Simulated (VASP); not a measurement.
# Ba2Os (I4/mmm) in VASP: a series of runs

Runs on Ba2Os. Level: PBEsol. Tasks: single point, relaxation of cell and atoms.

Program: VASP 6.6.1. These are calculated values, not measurements. Logs are shortened: lines on timing, memory, paths and dates and some standing lists are left out, and cuts for length are marked.

## (1) The cell of the first run

Symmetry: I4/mmm, No. 139, tetragonal system. Conventional cell: a = 3.648 Å, b = 3.648 Å, c = 14.811 Å, α = 90.00°, β = 90.00°, γ = 90.00°. Os (site symmetry 4/mmm) has 8 Ba at 3.13 Å and 4 Os at 3.65 Å within 4.1 Å. Ba (site symmetry 4mm) has 4 Os at 3.13 Å and 5 Ba at 3.56 to 3.65 Å within 4.1 Å.

## (2) Single point, PBEsol

Input file INCAR:

```
ALGO     = Normal         # electronic algorithm
EDIFF    = 1E-6           # SCF threshold, eV
ENCUT    = 560            # plane-wave cutoff, eV
GGA      = PS             # functional
GGA_COMPAT= False        
ISIF     = 2              # what is computed and relaxed
ISMEAR   = -1             # smearing method
LASPH    = True           # aspherical terms in the spheres
LCHARG   = True           # write CHGCAR
LELF     = True           # ELF
LREAL    = False          # projectors in reciprocal space
LVHAR    = True         
LWAVE    = False          # write WAVECAR
NBANDS   = 25             # bands
NELM     = 120            # most SCF steps
PREC     = Accurate       # precision mode
SIGMA    = 0.1            # smearing width, eV
```

Input file KPOINTS:

```
k-points
0
Gamma
  5 5 5
```

Input file POSCAR:

```
Ba2Os
1.0
    0.0000000000      3.6475075424      0.0000001245
    3.6475075424      0.0000000000      0.0000001245
    1.8237540240      1.8237540240     -7.4053933451
Os Ba
1 2
Direct
    0.0000000000      0.0000000000      0.0000000000
    0.3797164642      0.3797164642      0.2405670715
    0.6202835358      0.6202835358      0.7594329285
```

Potentials or basis: VASP PAW PBE potentials, release 64 (Os_sv_GW, Ba_sv).

The run is started by

```bash
cat potpaw_PBE.64/Os_sv_GW/POTCAR potpaw_PBE.64/Ba_sv/POTCAR > POTCAR
mpirun -np 1 vasp_std > vasp.out
```

OUTCAR:

```text
EDIFF = 1E-6
   ENCUT = 560
   GGA = PS
   ISIF = 2
   ISMEAR = -1
   LASPH = True
   LREAL = False
   NELM = 120
   PREC = Accurate

 ion  position               nearest neighbor table
   1  0.000  0.000  0.000-   2 3.13   3 3.13   3 3.13   3 3.13   2 3.13   2 3.13   3 3.13   2 3.13

   2  0.380  0.380  0.241-   1 3.13   1 3.13   1 3.13   1 3.13   3 3.56   3 4.63   3 4.63   3 4.63
                             3 4.63
   3  0.620  0.620  0.759-   1 3.13   1 3.13   1 3.13   1 3.13   2 3.56   2 4.63   2 4.63   2 4.63
                             2 4.63

  LATTYP: Found a body centered tetragonal cell.
 ALAT       =     3.6475075424
 C/A-ratio  =     4.0605226355

  Lattice vectors:

 A1 = (  -1.8237540240,   1.8237535184,   7.4053934696)
 A2 = (   1.8237535184,  -1.8237540240,   7.4053934696)
 A3 = (   1.8237540240,   1.8237540240,  -7.4053933451)

Analysis of symmetry for initial positions (statically):
=====================================================================
 Subroutine PRICEL returns:
 Original cell was already a primitive cell.

 Routine SETGRP: Setting up the symmetry group for a
 body centered tetragonal supercell.

 Subroutine GETGRP returns: Found 16 space group operations
 (whereof 16 operations were pure point group operations)
 out of a pool of 16 trial point group operations.

The static configuration has the point symmetry D_4h.

Analysis of symmetry for dynamics (positions and initial velocities):
=====================================================================
 Subroutine PRICEL returns:
 Original cell was already a primitive cell.

 Routine SETGRP: Setting up the symmetry group for a
 body centered tetragonal supercell.

 Subroutine GETGRP returns: Found 16 space group operations
 (whereof 16 operations were pure point group operations)
 out of a pool of 16 trial point group operations.

The dynamic configuration has the point symmetry D_4h.

 Subroutine INISYM returns: Found 16 space group operations
 (whereof 16 operations are pure point group operations),
 and found     1 'primitive' translations

----------------------------------------------------------------------------------------

                                     Primitive cell

[... 77 lines left out ...]
   ISTART =      0    job   : 0-new  1-cont  2-samecut
   ICHARG =      2    charge: 1-file 2-atom 10-const
   ISPIN  =      1    spin polarized calculation?
   LNONCOLLINEAR =      F non collinear calculations
   LSORBIT =      F    spin-orbit coupling
   LASPH  =      T    aspherical Exc in radial PAW
   ENCUT  =  560.0 eV  41.16 Ry    6.42 a.u.   7.04  7.04 15.13*2*pi/ulx,y,z
   NELM   =    120;   NELMIN=  2; NELMDL= -5     # of ELM steps
   EDIFF  = 0.1E-05   stopping-criterion for ELM
   LREAL  =      F    real-space projection
   EDIFFG = 0.1E-04   stopping-criterion for IOM
   NSW    =      0    number of steps for IOM
   IBRION =     -1    ionic relax: 0-MD 1-quasi-New 2-CG
   NFREE  =      0    steps in history (QN), initial steepest desc. (CG)
   ISIF   =      2    stress and relaxation
   ISYM   =      2    0-nonsym 1-usesym 2-fastsym
   POTIM  = 0.5000    time-step for ionic-motion
   TEBEG  =    0.0;   TEEND  =   0.0 temperature during run
   PSTRESS=    0.0 pullay stress
   NELECT =      36.0000    total number of electrons
   NUPDOWN=      -1.0000    fix difference up-down
   EMIN   =  10.00;   EMAX   =-10.00  energy-range for DOS
   EFERMI =   0.00;   METHOD = LEGACY
   ISMEAR =    -1;   SIGMA  =   0.10  broadening in eV -4-tet -1-fermi 0-gaus
   EFERMI_NEDOS =   21; number of points for ismear=-14 and -15
   IALGO  =     38    algorithm
   IMIX   =      4    mixing-type and parameters
     AMIX     =   0.40;   BMIX     =  1.00
     AMIX_MAG =   1.60;   BMIX_MAG =  1.00
  volume/ion in A,a.u.               =      32.84       221.62
  Fermi-wavevector in a.u.,A,eV,Ry     =   1.170385  2.211707 18.637281  1.369802
  Thomas-Fermi vector in A             =   2.306844
   LORBIT       =      0    0 simple, 1 ext, 2 COOP (PROOUT), +10 PAW based schemes
   GGA     = PS    functional components
   LHFCALC =     F    Hartree Fock is set to
   AEXX    =    0.0000 exact exchange contribution
   IVDW    =     0    specifies the selected vdW correction
   LEPSILON=     F    determine dielectric tensor
   LRPA    =     F    only Hartree local field effects (RPA)
 non-spin polarized calculation
  energy-cutoff  :      560.00
  volume of cell :       98.52
 maximum number of plane-waves:      2984
   NGX = 15   NGY = 15   NGZ = 31

 number of electron      36.0000001 magnetization

 Free energy of the ion-electron system (eV)
  ---------------------------------------------------
  ext. energy  EPLUGINS =         0.00000000
  ---------------------------------------------------
  free energy    TOTEN  =       -15.42768745 eV

  energy without entropy =      -15.31332792  energy(sigma->0) =      -15.37050769

 E-fermi :   3.8753     XC(G=0):  -9.6676

 val. band max:        3.7900421118   @ k =  -0.4000   0.2000  -0.0000
 cond. band min:       3.8866551977   @ k =  -0.2000  -0.2000   0.2000
 fundamental gap:      0.0966130859
 Fermi energy:         3.8753036107

 k-point     1 :       0.0000    0.0000    0.0000
  band No.  band energies     occupation
      1     -80.7053      2.00000
      2     -40.1263      2.00000
      3     -40.1263      2.00000
      4     -40.0362      2.00000
      5     -23.6841      2.00000
      6     -23.5557      2.00000
[... 493 lines left out ...]
     24       7.5471      0.00000
     25       8.1614      0.00000

------------------------ aborting loop because EDIFF is reached ----------------------------------------

  FORCE on cell =-STRESS in cart. coord.  units (eV):
  Direction    XX          YY          ZZ          XY          YZ          ZX
  --------------------------------------------------------------------------------------
  -------------------------------------------------------------------------------------
  Total        0.8899579      0.8899579      0.7709158      0.0000000      0.0000000      0.0000000
  in kB       14.4723652     14.4723652     12.5365200      0.0000000      0.0000001      0.0000001
  external PRESSURE =      13.8270834 kB  Pullay stress =       0.0000000 kB

 VOLUME and BASIS-vectors are now :
 -----------------------------------------------------------------------------
  energy-cutoff  :      560.00
  volume of cell :       98.52
      direct lattice vectors                 reciprocal lattice vectors
     0.000000000  3.647507542  0.000000125    -0.000000002  0.274159815  0.067518366
     3.647507542  0.000000000  0.000000125     0.274159815 -0.000000002  0.067518366
     1.823754024  1.823754024 -7.405393345     0.000000005  0.000000005 -0.135036714

 POSITION                                       TOTAL-FORCE (eV/Angst)
 -----------------------------------------------------------------------------------
      0.00000      0.00000      0.00000         0.000000      0.000000     -0.000000
      1.82375      1.82375     -1.78149         0.000000      0.000000     -0.266857
      3.64751      3.64751     -5.62390        -0.000000     -0.000000      0.266857
 -----------------------------------------------------------------------------------
    total drift:                               -0.000000     -0.000000      0.000000

  FREE ENERGIE OF THE ION-ELECTRON SYSTEM (eV)
  ---------------------------------------------------
  free  energy   TOTEN  =       -15.4276874511 eV

  energy  without entropy=      -15.3133279222  energy(sigma->0) =      -15.37050769
```

OSZICAR:

```text
N       E                     dE             d eps       ncg     rms          rms(c)
DAV:   1     0.320134311953E+03    0.32013E+03   -0.19252E+04   908   0.141E+03
DAV:   2     0.349112948868E+01   -0.31664E+03   -0.30849E+03  1189   0.333E+02
DAV:   3    -0.166892810330E+02   -0.20180E+02   -0.19726E+02  1269   0.791E+01
DAV:   4    -0.177256755598E+02   -0.10364E+01   -0.10336E+01  1239   0.125E+01
DAV:   5    -0.177430818890E+02   -0.17406E-01   -0.17399E-01  1208   0.191E+00    0.850E+01
DAV:   6    -0.165435146495E+02    0.11996E+01   -0.14718E+01   952   0.138E+01    0.550E+01
DAV:   7    -0.271771936041E+02   -0.10634E+02   -0.10613E+02  1163   0.242E+01    0.217E+01
DAV:   8    -0.156113003292E+02    0.11566E+02   -0.68618E+01   966   0.200E+01    0.580E+00
DAV:   9    -0.154485458209E+02    0.16275E+00   -0.28775E+00  1046   0.667E+00    0.228E+00
DAV:  10    -0.154417127536E+02    0.68331E-02   -0.11320E-01  1242   0.113E+00    0.106E+00
DAV:  11    -0.154399167806E+02    0.17960E-02   -0.13370E-02  1094   0.547E-01    0.188E+00
DAV:  12    -0.154287840852E+02    0.11133E-01   -0.40799E-02  1036   0.730E-01    0.897E-01
DAV:  13    -0.154285188232E+02    0.26526E-03   -0.12510E-03  1101   0.167E-01    0.631E-01
DAV:  14    -0.154277169612E+02    0.80186E-03   -0.24320E-03   921   0.245E-01    0.140E-01
DAV:  15    -0.154276990258E+02    0.17935E-04   -0.88180E-05  1405   0.472E-02    0.764E-02
DAV:  16    -0.154276871518E+02    0.11874E-04   -0.58073E-05  1077   0.321E-02    0.154E-02
DAV:  17    -0.154276874511E+02   -0.29937E-06   -0.16742E-06   732   0.606E-03
   1 F= -.15427687E+02 E0= -.15370508E+02  d E =-.114360E+00
```

It took 35 s on 1 thread of AMD EPYC 9R45 (Zen 5), shared host; peak memory 0.21 GiB.

Results:

| Item | Value |
| --- | --- |
| Free energy | -15.4277 eV |
| Pressure | 1.4 GPa |
| Largest force | 0.267 eV/Å |
| Band gap on the k mesh | zero (bands 18 and 19 overlap by 0.08 eV) |

Forces on the atoms (eV/Å):
```
Os   0.000  0.000  0.000
Ba   0.000  0.000 -0.267
Ba   0.000  0.000  0.267
```

Levels at points of the mesh, in eV from the Fermi level:
| k point | band 14 | band 15 | band 16 | band 17 | band 18 | band 19 | band 20 | band 21 | band 22 | band 23 |
| --- | --- | --- | --- | --- | --- | --- | --- | --- | --- | --- |
| (0.00, 0.00, 0.00) | -2.50 | -1.77 | -0.55 | -0.19 | -0.19 | -0.17 | 0.54 | 0.94 | 2.65 | 3.88 |

Caveat: the PAW data sets were made with another functional, which shifts forces and pressure a little; spin-orbit coupling is left out, which moves the levels of the heavy elements.

## (3) Relaxation of cell and atoms, PBEsol, collinear spin

This run uses another cell than the first one, of 42.62 Å³/atom.

Input file INCAR:

```
SYSTEM = Ba2Os
  PREC = Accurate
  ENCUT = 560
  EDIFF = 1E-7
  ISMEAR = 1
  SIGMA = 0.05
  LREAL = .False.
  LASPH = .True.
  NELM = 200
  ALGO = Normal
  ISIF = 3
  LWAVE = .False.
  LCHARG = .False.
  ISPIN = 2
  MAGMOM = -1 -2 4
  LORBIT = 11
  LMAXMIX = 4
  GGA = PS
  IBRION = 2
  NSW = 60
  EDIFFG = -0.01
  GGA_COMPAT = .False.
  NELMIN = 4
```

Input file KPOINTS:

```
regular mesh
0
Gamma
  5 5 5
  0 0 0
```

Input file POSCAR:

```
Ba2Os
1.0
    0.0000000000      4.1576432700      0.0000000000
    4.1576432700      0.0000000000      0.0000000000
    2.0788221400      2.0788221400     -7.3965566500
Os Ba
1 2
Direct
    0.0000000000      0.0000000000      0.0000000000
    0.3700000000      0.3700000000      0.2600000000
    0.6300000000      0.6300000000      0.7400000000
```

Potentials or basis: VASP PAW PBE potentials, release 64 (Os_sv_GW, Ba_sv).

The run is started by

```bash
cat potpaw_PBE.64/Os_sv_GW/POTCAR potpaw_PBE.64/Ba_sv/POTCAR > POTCAR
mpirun -np 1 vasp_std > vasp.out
```

It took 7.8 min on 1 thread of Intel Xeon 6975P-C (Granite Rapids), shared host; peak memory 0.38 GiB.

The run converged. Its results:

| Quantity | Value |
| --- | --- |
| Free energy | -15.4117 eV |
| Relaxed volume | 32.03 Å³/atom |
| Relaxed cell | a = 3.721 Å, b = 3.721 Å, c = 7.422 Å, α = 75.48°, β = 75.48°, γ = 90.00° |
| Space group after relaxing (to 0.1 Å) | I4/mmm (No. 139) |
| Energy gained by relaxing | 306.3 meV/atom |
| Ionic steps | 8 |
| Pressure after relaxing | 0.0 GPa |
| Largest force after relaxing | 0.007 eV/Å |
| Band gap on the k mesh | zero (filled and empty bands overlap) |
| Net moment | 0.00 μB per cell |
| Valence electrons inside the program's atomic spheres | Os 15.21; Ba 8.15 |

Forces in eV/Å, atoms in the order of the input:
```
Os   0.000  0.000  0.000
Ba   0.000  0.000  0.007
Ba   0.000  0.000 -0.007
```

The path:
| step | energy change (eV) | largest force (eV/Å) | pressure (GPa) | volume (Å³) |
| --- | --- | --- | --- | --- |
| 1 | 0.0000 | 1.2322 | -6.67 | 127.86 |
| 2 | -0.8968 | 0.2495 | -0.20 | 97.75 |
| 3 | -0.8969 | 0.2584 | -0.17 | 97.66 |
| 4 | -0.9141 | 0.1117 | -0.08 | 96.80 |
| 5 | -0.9188 | 0.0116 | 0.00 | 96.05 |
| 6 | -0.9188 | 0.0170 | 0.01 | 96.02 |
| 7 | -0.9188 | 0.0146 | 0.02 | 96.04 |
| 8 | -0.9189 | 0.0066 | 0.04 | 96.10 |

Final structure:
```
Os Ba
1.0
     0.00000    3.72127    0.00000
     3.72127    0.00000    0.00000
     1.86063    1.86063   -6.93937
Os Ba
1 2
Direct
  0.00000 0.00000 0.00000
  0.37265 0.37265 0.25471
  0.62735 0.62735 0.74529
```

Levels at points of the mesh, in eV from the Fermi level:
Spin up:
| k point | band 16 | band 17 | band 18 | band 19 | band 20 | band 21 |
| --- | --- | --- | --- | --- | --- | --- |
| (0.00, 0.00, 0.00) | -0.56 | -0.14 | -0.13 | -0.13 | 0.84 | 1.06 |
Spin down:
```tsv
k point	band 16	band 17	band 18	band 19	band 20	band 21
(0.00, 0.00, 0.00)	-0.56	-0.14	-0.13	-0.13	0.84	1.06
```

Caveat: the volume moved by over 15 % at a fixed basis, so the end points are rough; the PAW data sets were made with another functional, which shifts forces and pressure a little; spin-orbit coupling is left out, which moves the levels of the heavy elements.

The gap in the log of VASP goes by the Fermi energy; the results here count the filled bands.